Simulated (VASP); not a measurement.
Write the native input for VASP 6.6.1 that does the following.

| Quantity | Value |
| --- | --- |
| Task | single point |
| Functional | RPBE |
| Potentials or basis | VASP PAW PBE potentials, release 64 (C) |
| Cutoff | 520 eV |
| k mesh | 12 × 12 × 12 |
| Occupations | gaussian, width 0.02 eV |
| Spin | no spin polarisation |
| Dipole correction | no |
| Further INCAR settings | ALGO = Normal; EDIFF = 1e-07; NBANDS = 11 |

The structure of C lies in POSCAR:

```
C
1.0
    0.0000000000      1.7943105053      1.7943105053
    1.7943105053      0.0000000000      1.7943105053
    1.7943105053      1.7943105053      0.0000000000
C
2
Direct
    0.0000000000      0.0000000000      0.0000000000
    0.2500000000      0.2500000000      0.2500000000
```

One way to write it, as run:

INCAR

```
SYSTEM = C
PREC     = Accurate       ! precision mode
ENCUT    = 520            ! plane-wave cutoff, eV
EDIFF    = 1E-7           ! SCF threshold, eV
ISMEAR   = 0              ! smearing method
SIGMA    = 0.02           ! smearing width, eV
LREAL    = .FALSE.        ! projectors in reciprocal space
LASPH    = .TRUE.         ! aspherical terms in the spheres
NELM     = 80             ! most SCF steps
ALGO     = Normal         ! electronic algorithm
ISIF     = 2              ! what is computed and relaxed
LWAVE    = .FALSE.        ! write WAVECAR
LCHARG   = .FALSE.        ! write CHGCAR
GGA      = RP             ! functional
NBANDS   = 11             ! bands
```

KPOINTS

```
regular mesh
0
G
  12 12 12
  0 0 0
```

Potentials or basis: VASP PAW PBE potentials, release 64 (C).

Command:

```bash
$ cat potpaw_PBE.64/C/POTCAR > POTCAR
$ mpirun -np 1 vasp_std > vasp.out
```

Results of the run:

| Property | Result |
| --- | --- |
| Pressure | 0.5 GPa |
| Band gap on the k mesh | 4.11 eV, indirect (least direct gap 5.54 eV) |

Caveat: the PAW data sets were made with another functional, which shifts forces and pressure a little.

It took 13 s on 1 thread of Intel Xeon 6975P-C (shared host), peak memory 0.12 GiB.
